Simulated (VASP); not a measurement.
AlN, 4 atoms in the cell. The structure is hexagonal, space group P6_3mc (No. 186). Conventional cell: a = 3.113 Å, b = 3.113 Å, c = 4.971 Å, α = 90.00°, β = 90.00°, γ = 120.00°. Within 2.5 Å of Al (site symmetry 3m) lie 4 N at 1.89 to 1.90 Å. Within 2.5 Å of N (site symmetry 3m) lie 4 Al at 1.89 to 1.90 Å. 

```yaml
Program: VASP 6.6.1
Task: single point
Functional: LDA
Potentials_or_basis: VASP PAW LDA potentials, release 64 (Al, N)
Cutoff: 520 eV
k_mesh: 9 × 9 × 6
Occupations: gaussian, width 0.01 eV
Spin: no spin polarisation
Dipole_correction: no
Further_INCAR_settings: ALGO = Normal; EDIFF = 1e-06; NBANDS = 16
```

Potentials or basis: VASP PAW LDA potentials, release 64 (Al, N).

The run is started by

```bash
$ cat potpaw_LDA.64/Al/POTCAR potpaw_LDA.64/N/POTCAR > POTCAR
$ mpirun -np 1 vasp_std > vasp.out
```

Hardware: 1 thread of Intel(R) Xeon(R) 6975P-C (Granite Rapids), with other jobs on the host.

Task: Estimate the wall time of this run.

Result: It took 7.9 s on 1 thread of Intel(R) Xeon(R) 6975P-C (Granite Rapids), with other jobs on the host, peak memory 0.15 GiB. Counts: scf iterations 12, k points 48.
